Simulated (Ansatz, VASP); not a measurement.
# One calculation of Cs, two programs

```xyz
6
Lattice="0.0000 7.3521 7.3521 7.3521 0.0000 7.3521 7.3521 7.3521 0.0000" Properties=species:S:1:pos:R:3 pbc="T T T"
Cs    4.0293    7.3521    7.3521
Cs   10.6750    7.3521    7.3521
Cs    7.3521    4.0293    7.3521
Cs    7.3521   10.6750    7.3521
Cs    7.3521    7.3521    4.0293
Cs    7.3521    7.3521   10.6750
```

Alike in both runs: task single point; functional PBE; k mesh 2 × 2 × 2; occupations gaussian, width 0.1 eV; no spin polarisation.

|  | VASP | Ansatz |
| --- | --- | --- |
| version | VASP 6.6.1 | Ansatz 0.2.0 |
| potentials or method | VASP PAW PBE potentials, release 64 (Cs_sv), cutoff 520 eV | scalar-relativistic, plane waves, PAW |
| valence electrons in the cell | 54 | 54 |

```csv
,VASP,Ansatz,Ansatz less VASP
gap on the k mesh at the Fermi level (eV),none,none,-
pressure (GPa),0.3,0.3,+0.01
rms of the force components (eV/Å),0.241,0.241,-0.0005
```

Atom by atom the forces differ by 0.000 eV/Å (rms over components). A gap of «none» marks a metal or a gap that the smearing closes.

The k mesh is coarse, so the values compare programs but aren't converged. Neither program's run includes spin-orbit coupling.
